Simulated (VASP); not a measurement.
# In (Im-3m) in VASP: further runs

The runs below take In through single point, with r2SCANh, r2SCAN50, HF, B3LYP.

All numbers are computed with VASP 6.6.1; they aren't measurements. Logs are shortened: lines on timing, memory, paths and dates and some standing lists are left out, and cuts for length are marked.

## Step 1: The cell of the first run

It takes space group Im-3m (No. 229, cubic). Conventional cell: a = 3.765 Å, b = 3.765 Å, c = 3.765 Å, α = 90.00°, β = 90.00°, γ = 90.00°. In (site symmetry m-3m) has 14 In at 3.26 to 3.77 Å within 4.3 Å.

This isn't the form of In at room conditions, which is tetragonal.

## Step 2: Single point, r2SCANh

POSCAR

```
In
1.0
   -1.8825252400      1.8825252400      1.8825252400
    1.8825252400     -1.8825252400      1.8825252400
    1.8825252400      1.8825252400     -1.8825252400
In
1
Direct
    0.0000000000      0.0000000000      0.0000000000
```

INCAR.step1

```
PREC = Accurate ; ENCUT = 520
EDIFF = 1E-5 ; ISMEAR = -1
SIGMA = 0.05 ; LREAL = F
LASPH = T ; NELM = 60
ALGO = Normal ; ISIF = 2
LWAVE = T ; GGA = PE
NBANDS = 12
```

INCAR.step2

```
PREC = Accurate ; ENCUT = 520
EDIFF = 1E-6 ; ISMEAR = -1
SIGMA = 0.05 ; LREAL = F
LASPH = T ; NELM = 60
ALGO = Normal ; ISIF = 2
LWAVE = F ; LCHARG = T
METAGGA = R2SCAN ; LHFCALC = T
AEXX = 0.1 ; LMIXTAU = T
PRECFOCK = Normal ; LELF = T
LVHAR = T ; ISTART = 1
NBANDS = 12
```

KPOINTS

```
Automatic mesh
0
Gamma
  5 5 5
```

Potentials or basis: VASP PAW PBE potentials, release 64 (In_d).

The run is started by

```bash
$ cat potpaw_PBE.64/In_d/POTCAR > POTCAR
$ cp INCAR.step1 INCAR
$ mpirun -np 1 vasp_std > vasp.out
$ cp INCAR.step2 INCAR
$ mpirun -np 1 vasp_std > vasp.out
```

OUTCAR:

```text
PREC = Accurate
   ENCUT = 520
   EDIFF = 1E-6
   ISMEAR = -1
   LREAL = F
   LASPH = T
   NELM = 60
   ISIF = 2
   METAGGA = R2SCAN
   LHFCALC = T
   AEXX = 0.1
   PRECFOCK = Normal
   ISTART = 1

 ion  position               nearest neighbor table
   1  0.000  0.000  0.000-

  LATTYP: Found a body centered cubic cell.
 ALAT       =     3.7650504800

  Lattice vectors:

 A1 = (  -1.8825252400,   1.8825252400,   1.8825252400)
 A2 = (   1.8825252400,  -1.8825252400,   1.8825252400)
 A3 = (   1.8825252400,   1.8825252400,  -1.8825252400)

Analysis of symmetry for initial positions (statically):
=====================================================================
 Subroutine PRICEL returns:
 Original cell was already a primitive cell.

 Routine SETGRP: Setting up the symmetry group for a
 body centered cubic supercell.

 Subroutine GETGRP returns: Found 48 space group operations
 (whereof 48 operations were pure point group operations)
 out of a pool of 48 trial point group operations.

The static configuration has the point symmetry O_h .

Analysis of symmetry for dynamics (positions and initial velocities):
=====================================================================
 Subroutine PRICEL returns:
 Original cell was already a primitive cell.

 Routine SETGRP: Setting up the symmetry group for a
 body centered cubic supercell.

 Subroutine GETGRP returns: Found 48 space group operations
 (whereof 48 operations were pure point group operations)
 out of a pool of 48 trial point group operations.

The dynamic configuration has the point symmetry O_h .

 Subroutine INISYM returns: Found 48 space group operations
 (whereof 48 operations are pure point group operations),
 and found     1 'primitive' translations

----------------------------------------------------------------------------------------

                                     Primitive cell

  volume of cell :      26.6859

  direct lattice vectors                    reciprocal lattice vectors
    -1.882525240  1.882525240  1.882525240     0.000000000  0.265600689  0.265600689
     1.882525240 -1.882525240  1.882525240     0.265600689  0.000000000  0.265600689
     1.882525240  1.882525240 -1.882525240     0.265600689  0.265600689  0.000000000

  length of vectors
     3.260629362  3.260629362  3.260629362     0.375616096  0.375616096  0.375616096

  position of ions in fractional coordinates (direct lattice)
     0.000000000  0.000000000  0.000000000

  ion indices of the primitive-cell ions
   primitive index   ion index
                 1           1

----------------------------------------------------------------------------------------

 KPOINTS: Automatic mesh

Automatic generation of k-mesh.
 Grid dimensions read from file:
 generate k-points for:    5    5    5

 Generating k-lattice:

  Cartesian coordinates                     Fractional coordinates (reciprocal lattice)
     0.000000000  0.053120138  0.053120138     0.200000000  0.000000000  0.000000000
     0.053120138  0.000000000  0.053120138     0.000000000  0.200000000  0.000000000
     0.053120138  0.053120138  0.000000000     0.000000000  0.000000000  0.200000000

  Length of vectors
     0.075123219  0.075123219  0.075123219

  Shift w.r.t. Gamma in fractional coordinates (k-lattice)
     0.000000000  0.000000000  0.000000000

 Subroutine IBZKPT returns following result:
 ===========================================

 Found     10 irreducible k-points:

 Following reciprocal coordinates:
            Coordinates               Weight
  0.000000  0.000000  0.000000      1.000000
  0.200000  0.000000  0.000000     12.000000
  0.400000  0.000000  0.000000     12.000000
  0.200000  0.200000  0.000000     24.000000
  0.400000  0.200000  0.000000     24.000000
  0.200000  0.200000  0.200000      8.000000
 -0.200000  0.200000  0.200000      6.000000
 -0.400000  0.400000  0.200000     24.000000
 -0.400000 -0.400000  0.200000      8.000000
 -0.400000  0.400000  0.400000      6.000000
   k-points           NKPTS =     10   k-points in BZ     NKDIM =    125   number of bands    NBANDS=     12
   number of dos      NEDOS =    301   number of ions     NIONS =      1
   total plane-waves  NPLWV =  13824
   dimension x,y,z NGX =    24 NGY =   24 NGZ =   24
   dimension x,y,z NGXF=    48 NGYF=   48 NGZF=   48
   ions per type =               1
   NGX,Y,Z   is equivalent  to a cutoff of  12.24, 12.24, 12.24 a.u.
   NGXF,Y,Z  is equivalent  to a cutoff of  24.47, 24.47, 24.47 a.u.
 SYSTEM =  unknown system
   PREC   = accura    normal or accurate (medium, high low for compatibility)
   ISTART =      1    job   : 0-new  1-cont  2-samecut
   ICHARG =      0    charge: 1-file 2-atom 10-const
   ISPIN  =      1    spin polarized calculation?
   LNONCOLLINEAR =      F non collinear calculations
   LSORBIT =      F    spin-orbit coupling
   LASPH  =      T    aspherical Exc in radial PAW
[... 88 lines left out ...]
      8      16.4650      0.00000
      9      17.4685      0.00000
     10      19.3563      0.00000
     11      19.4012      0.00000
     12      21.7917      0.00000

 k-point     3 :       0.4000    0.0000    0.0000
  band No.  band energies     occupation
      1      -9.0508      2.00000
      2      -8.9707      2.00000
      3      -8.6883      2.00000
      4      -8.6689      2.00000
      5      -8.5364      2.00000
      6       0.8442      2.00000
      7       6.1285      2.00000
      8      14.0887      0.00000
      9      15.6255      0.00000
     10      18.1611      0.00000
     11      18.3712      0.00000
     12      24.6438      0.00000

 k-point     4 :       0.2000    0.2000    0.0000
  band No.  band energies     occupation
      1      -9.0018      2.00000
      2      -8.9125      2.00000
      3      -8.7143      2.00000
      4      -8.6932      2.00000
      5      -8.6273      2.00000
      6      -0.1972      2.00000
      7       9.7712      0.00000
      8      11.0575      0.00000
      9      15.0937      0.00000
     10      20.4243      0.00000
     11      20.5471      0.00000
     12      24.0282      0.00000

 k-point     5 :       0.4000    0.2000    0.0000
  band No.  band energies     occupation
      1      -9.0208      2.00000
      2      -8.8981      2.00000
      3      -8.7126      2.00000
      4      -8.6799      2.00000
      5      -8.5671      2.00000
      6       3.4950      2.00000
      7       4.5064      2.00000
      8       9.4959      0.00000
      9      14.2024      0.00000
     10      19.8436      0.00000
     11      23.6341      0.00000
     12      23.6958      0.00000

 k-point     6 :       0.2000    0.2000    0.2000
  band No.  band energies     occupation
      1      -8.9303      2.00000
      2      -8.9303      2.00000
      3      -8.6929      2.00000
      4      -8.6699      2.00000
      5      -8.6699      2.00000
      6       2.8649      2.00000
      7       7.3711      0.07480
      8       9.1778      0.00000
      9       9.1778      0.00000
     10      26.6180      0.00000
     11      26.9670      0.00000
     12      26.9670      0.00000

 k-point     7 :      -0.2000    0.2000    0.2000
  band No.  band energies     occupation
      1      -8.8499      2.00000
      2      -8.8498      2.00000
      3      -8.8038      2.00000
      4      -8.7930      2.00000
      5      -8.6954      2.00000
      6      -1.2491      2.00000
      7      13.7071      0.00000
      8      13.7071      0.00000
      9      13.9004      0.00000
     10      16.2568      0.00000
     11      22.9693      0.00000
     12      22.9693      0.00000

 k-point     8 :      -0.4000    0.4000    0.2000
  band No.  band energies     occupation
      1      -8.9177      2.00000
      2      -8.8793      2.00000
      3      -8.7972      2.00000
      4      -8.7147      2.00000
      5      -8.5535      2.00000
      6       1.8396      2.00000
      7       7.2238      0.85007
      8      11.5163      0.00000
      9      13.3264      0.00000
     10      17.5243      0.00000
     11      21.8583      0.00000
     12      21.9768      0.00000

 k-point     9 :      -0.4000   -0.4000    0.2000
  band No.  band energies     occupation
      1      -8.9095      2.00000
      2      -8.9095      2.00000
      3      -8.8335      2.00000
      4      -8.5767      2.00000
      5      -8.5767      2.00000
      6       4.9824      2.00000
      7       6.5829      1.99999
      8       6.5829      1.99999
      9      15.1383      0.00000
     10      17.2432      0.00000
     11      17.2432      0.00000
     12      21.6382      0.00000

 k-point    10 :      -0.4000    0.4000    0.4000
  band No.  band energies     occupation
      1      -9.0134      2.00000
      2      -8.9798      2.00000
      3      -8.5923      2.00000
      4      -8.5923      2.00000
      5      -8.5731      2.00000
      6       4.7810      2.00000
      7       9.2963      0.00000
      8       9.2963      0.00000
      9      10.3761      0.00000
     10      13.3497      0.00000
     11      16.0842      0.00000
     12      27.1062      0.00000

------------------------ aborting loop because EDIFF is reached ----------------------------------------

  FORCE on cell =-STRESS in cart. coord.  units (eV):
  Direction    XX          YY          ZZ          XY          YZ          ZX
  --------------------------------------------------------------------------------------
  -------------------------------------------------------------------------------------
  Total       -0.2294591     -0.2294591     -0.2294591     -0.0000000      0.0000000     -0.0000000
  in kB      -13.7763264    -13.7763264    -13.7763264     -0.0000000      0.0000000     -0.0000000
  external PRESSURE =     -13.7763264 kB  Pullay stress =       0.0000000 kB

 VOLUME and BASIS-vectors are now :
 -----------------------------------------------------------------------------
  energy-cutoff  :      520.00
  volume of cell :       26.69
      direct lattice vectors                 reciprocal lattice vectors
    -1.882525240  1.882525240  1.882525240     0.000000000  0.265600689  0.265600689
     1.882525240 -1.882525240  1.882525240     0.265600689  0.000000000  0.265600689
     1.882525240  1.882525240 -1.882525240     0.265600689  0.265600689  0.000000000

 POSITION                                       TOTAL-FORCE (eV/Angst)
 -----------------------------------------------------------------------------------
      0.00000      0.00000      0.00000         0.000000      0.000000      0.000000
 -----------------------------------------------------------------------------------
    total drift:                               -0.000000      0.000000     -0.000000

  FREE ENERGIE OF THE ION-ELECTRON SYSTEM (eV)
  ---------------------------------------------------
  free  energy   TOTEN  =       -20.8159507980 eV

  energy  without entropy=      -20.8018369374  energy(sigma->0) =      -20.80889387
```

Run time: 3 min. Hardware: 1 thread of AMD EPYC 9R45 (Zen 5), shared host; peak memory 0.13 GiB.

What came out:

```yaml
Free_energy: -20.8160 eV
Pressure: -1.4 GPa
Band_gap_on_the_k_mesh: zero (an odd number of electrons rules out a gap without spin polarisation)
```

Caveat: the k points lie up to 0.47 Å⁻¹ apart, too coarse for converged energies and pressures of a metal; the PAW data sets were made with another functional, which shifts forces and pressure a little; spin-orbit coupling is left out, which moves the levels of the heavy elements.

## Step 3: Single point, r2SCAN50

POSCAR is that of step 2.

INCAR.step1: that of step 2 with these lines changed.

```diff
@@ -5,3 +5,3 @@
 ALGO = Normal ; ISIF = 2
-LWAVE = T ; GGA = PE
-NBANDS = 12
+LWAVE = T ; LCHARG = F
+GGA = PE ; NBANDS = 12
```

INCAR.step2

```
PREC = Accurate ; ENCUT = 520
EDIFF = 1E-6 ; ISMEAR = -1
SIGMA = 0.05 ; LREAL = F
LASPH = T ; NELM = 60
ALGO = Normal ; ISIF = 2
LWAVE = F ; LCHARG = F
METAGGA = R2SCAN ; LHFCALC = T
AEXX = 0.5 ; LMIXTAU = T
PRECFOCK = Normal ; ISTART = 1
NBANDS = 12
```

KPOINTS

```
regular mesh
0
Gamma
  5 5 5
```

Potentials or basis: VASP PAW PBE potentials, release 64 (In_d).

The run is started by

```bash
$ cat potpaw_PBE.64/In_d/POTCAR > POTCAR
$ cp INCAR.step1 INCAR
$ mpirun -np 1 vasp_std > vasp.out
$ cp INCAR.step2 INCAR
$ mpirun -np 1 vasp_std > vasp.out
```

Run time: 3.1 min. Hardware: 1 thread of AMD EPYC 9R45 (Zen 5), shared host; peak memory 0.13 GiB.

It converged, with:

- Free energy: -14.0351 eV
- Pressure: -1.5 GPa
- Band gap on the k mesh: zero (an odd number of electrons rules out a gap without spin polarisation)

Levels at points of the mesh, in eV from the Fermi level:
```csv
k point,band 2,band 3,band 4,band 5,band 6,band 7,band 8,band 9,band 10,band 11
"(0.00, 0.00, 0.00)",-20.18,-20.18,-19.89,-19.89,-13.41,13.67,13.67,13.67,15.27,15.27
```

Caveat: the k points lie up to 0.47 Å⁻¹ apart, too coarse for converged energies and pressures of a metal; the PAW data sets were made with another functional, which shifts forces and pressure a little; spin-orbit coupling is left out, which moves the levels of the heavy elements.

## Step 4: Single point, HF

POSCAR is that of step 3.

INCAR.step1

```
SYSTEM = In
PREC     = Accurate       ! precision mode
ENCUT    = 520            ! plane-wave cutoff, eV
EDIFF    = 1E-5           ! SCF threshold, eV
ISMEAR   = -1             ! smearing method
SIGMA    = 0.05           ! smearing width, eV
LREAL    = .False.        ! projectors in reciprocal space
LASPH    = .True.         ! aspherical terms in the spheres
NELM     = 80             ! most SCF steps
ALGO     = Normal         ! electronic algorithm
ISIF     = 2              ! what is computed and relaxed
LWAVE    = .True.         ! write WAVECAR
NBANDS   = 12             ! bands
GGA      = PE             ! functional
```

INCAR.step2

```
SYSTEM = In
PREC     = Accurate       ! precision mode
ENCUT    = 520            ! plane-wave cutoff, eV
EDIFF    = 1E-7           ! SCF threshold, eV
ISMEAR   = -1             ! smearing method
SIGMA    = 0.05           ! smearing width, eV
LREAL    = .False.        ! projectors in reciprocal space
LASPH    = .True.         ! aspherical terms in the spheres
NELM     = 80             ! most SCF steps
ALGO     = Normal         ! electronic algorithm
ISIF     = 2              ! what is computed and relaxed
LWAVE    = .False.        ! write WAVECAR
LCHARG   = .True.         ! write CHGCAR
GGA      = PE             ! functional
LHFCALC  = .True.         ! exact exchange
AEXX     = 1.0            ! exact-exchange fraction
ALDAC    = 0.0          
AGGAC    = 0.0          
PRECFOCK = Normal       
LELF     = .True.         ! ELF
LVHAR    = .True.       
NBANDS   = 12             ! bands
ISTART   = 1
```

KPOINTS

```
regular mesh
0
Gamma
  5 5 5
  0 0 0
```

The run is started by

```bash
$ cat potpaw_PBE.64/In_d/POTCAR > POTCAR
$ cp INCAR.step1 INCAR
$ mpirun -np 1 vasp_std > vasp.out
$ cp INCAR.step2 INCAR
$ mpirun -np 1 vasp_std > vasp.out
```

It took 3.6 min on 1 thread of AMD EPYC 9R45 (Zen 5), shared host; peak memory 0.12 GiB.

Results (log left out):

| Item | Value |
| --- | --- |
| Free energy | -3.8691 eV |
| Pressure | 5.3 GPa |
| Band gap on the k mesh | zero (an odd number of electrons rules out a gap without spin polarisation) |

Levels at points of the mesh, in eV from the Fermi level:
```tsv
k point	band 3	band 4	band 5	band 6	band 7	band 8	band 9	band 10
(0.00, 0.00, 0.00)	-25.38	-25.09	-25.09	-17.08	15.49	15.49	15.49	16.91
```

Caveat: the k points lie up to 0.47 Å⁻¹ apart, too coarse for converged energies and pressures of a metal; the PAW data sets were made with another functional, which shifts forces and pressure a little; spin-orbit coupling is left out, which moves the levels of the heavy elements.

## Step 5: Single point, B3LYP

This run uses another cell than the first one, of 29.14 Å³/atom.

POSCAR

```
In
1.0
   -1.9385318541      1.9385318541      1.9385318541
    1.9385318541     -1.9385318541      1.9385318541
    1.9385318541      1.9385318541     -1.9385318541
In
1
Direct
    0.0000000000      0.0000000000      0.0000000000
```

INCAR.step1

```
SYSTEM = In
  PREC = Accurate
  ENCUT = 520
  EDIFF = 1E-5
  ISMEAR = -1
  SIGMA = 0.05
  LREAL = .FALSE.
  LASPH = .TRUE.
  NELM = 60
  ALGO = Normal
  ISIF = 2
  LWAVE = .TRUE.
  LCHARG = .FALSE.
  NBANDS = 12
  GGA = PE
```

INCAR.step2

```
SYSTEM = In
  PREC = Accurate
  ENCUT = 520
  EDIFF = 1E-6
  ISMEAR = -1
  SIGMA = 0.05
  LREAL = .FALSE.
  LASPH = .TRUE.
  NELM = 60
  ALGO = Normal
  ISIF = 2
  LWAVE = .FALSE.
  LCHARG = .FALSE.
  GGA = B3
  LHFCALC = .TRUE.
  AEXX = 0.2
  AGGAX = 0.72
  AGGAC = 0.81
  ALDAC = 0.19
  PRECFOCK = Normal
  NBANDS = 12
  ISTART = 1
```

KPOINTS

```
regular mesh
0
G
  5 5 5
  0 0 0
```

The run is started by

```bash
$ cat potpaw_PBE.64/In_d/POTCAR > POTCAR
$ cp INCAR.step1 INCAR
$ mpirun -np 1 vasp_std > vasp.out
$ cp INCAR.step2 INCAR
$ mpirun -np 1 vasp_std > vasp.out
```

Wall time 2.5 min (1 thread of AMD EPYC 9R45 (Zen 5), shared host); peak memory 0.14 GiB.

The run converged. Its results:

- Free energy: -2.3797 eV
- Pressure: -0.1 GPa
- Band gap on the k mesh: zero (an odd number of electrons rules out a gap without spin polarisation)

Levels at points of the mesh, in eV from the Fermi level:
```
           k point  band 4  band 5  band 6  band 7  band 8  band 9
(0.00, 0.00, 0.00)  -16.47  -16.47  -10.19   10.75   10.75   10.75
```

Caveat: the k points lie up to 0.46 Å⁻¹ apart, too coarse for converged energies and pressures of a metal; the PAW data sets were made with another functional, which shifts forces and pressure a little; spin-orbit coupling is left out, which moves the levels of the heavy elements.

## Step 6: The runs side by side

```csv
level,cell,share of exact exchange,gap on the mesh (eV),pressure (GPa)
r2SCANh,"a = 3.261 Å, angles 109.5°, 1 atom",0.1,none,-1.4
r2SCAN50,"a = 3.261 Å, angles 109.5°, 1 atom",0.5,none,-1.5
HF,"a = 3.261 Å, angles 109.5°, 1 atom",1,none,5.3
B3LYP,"a = 3.358 Å, angles 109.5°, 1 atom",0.2,none,-0.1
```

Alike in all rows: task single point; potentials or basis VASP PAW PBE potentials, release 64 (In_d); no spin polarisation; k mesh 5 × 5 × 5; cutoff (eV) 520; smearing fermi-dirac 0.05 eV.

Caveats: all runs use coarse meshes; the PAW data sets were made with another functional, which shifts forces and pressure a little; spin-orbit coupling is left out, which moves the levels of the heavy elements.

Total energies depend on the potentials used, so only differences within one code and one set of settings carry meaning.
